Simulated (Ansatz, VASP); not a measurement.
This is a calculation of AgCl for Ansatz 0.2.0.

Contents of input.yaml:

```yaml
crystal:
  lattice:
    - [3.926879, 0.0, 0.0]
    - [0.0, 4.003047, 0.0]
    - [-0.549155, 0.0, 5.572425]
  atoms:
    - { symbol: Ag, position: [0.815981, 0.75, 0.781919] }
    - { symbol: Ag, position: [0.184019, 0.25, 0.218081] }
    - { symbol: Cl, position: [0.292342, 0.25, 0.737436] }
    - { symbol: Cl, position: [0.707658, 0.75, 0.262564] }
hamiltonian:
  xc: pbe
  pseudopotentials: { kind: paw }
kpoints:
  mp_grid: { grid: [7, 7, 5] }
scf:
  occupations: { method: fermi_dirac, width: 0.05 }
output:
  forces: true
  stress: true
  eigenvalues: true
```

Potentials or basis: Ansatz PAW.

Command:

```console
$ ansatz run input.yaml --threads 2 --pin off --max-ram 5120MiB --backend cpu --events-out ev --progress --plain --runs-dir out
```

Problem. Set up the same calculation for VASP 6.6.1. Potentials there: VASP PAW PBE potentials, release 64 (Ag, Cl).

Solution. As run (the cutoff follows the program's own potentials):

File INCAR:

```
SYSTEM = AgCl
PREC = Accurate ; ENCUT = 520
EDIFF = 1E-6 ; ISMEAR = -1
SIGMA = 0.05 ; LREAL = .False.
LASPH = .True. ; NELM = 100
ALGO = Normal ; ISIF = 2
LWAVE = .False. ; LCHARG = .False.
GGA = PE ; NBANDS = 26
```

The input KPOINTS:

```
regular mesh
0
Gamma
  7 7 5
  0 0 0
```

The input POSCAR:

```
AgCl
1.0
    3.9268790000      0.0000000000      0.0000000000
    0.0000000000      4.0030470000      0.0000000000
   -0.5491550000      0.0000000000      5.5724250000
Ag Cl
2 2
Direct
    0.8159810000      0.7500000000      0.7819190000
    0.1840190000      0.2500000000      0.2180810000
    0.2923420000      0.2500000000      0.7374360000
    0.7076580000      0.7500000000      0.2625640000
```

Potentials or basis: VASP PAW PBE potentials, release 64 (Ag, Cl).

Run with:

```bash
$ cat potpaw_PBE.64/Ag/POTCAR potpaw_PBE.64/Cl/POTCAR > POTCAR
$ mpirun -np 1 vasp_std > vasp.out
```

Both were run:

|  | VASP | Ansatz | Ansatz less VASP |
| --- | --- | --- | --- |
| gap on the k mesh at the Fermi level (eV) | 0.90 | 0.90 | +0.001 |
| least direct gap on the mesh (eV) | 2.23 | 2.23 | +0.001 |
| pressure (GPa) | -0.3 | -0.2 | +0.12 |
| traceless stress, the component that is largest in VASP (GPa) | 0.14 | 0.12 | -0.011 |
| rms of the force components (eV/Å) | 0.032 | 0.032 | +0.0006 |

Atom by atom the forces differ by 0.003 eV/Å (rms over components). The functional is the same, so the differences come from potentials, cutoffs and numerics. VASP's potentials hold 36 valence electrons a cell and Ansatz's 52, so a difference there can come from the potentials and not from the codes.

Noted on Ansatz's run: odd divisions of the mesh miss points on the zone boundary, where band edges often lie, so the gap on the mesh can be too wide.
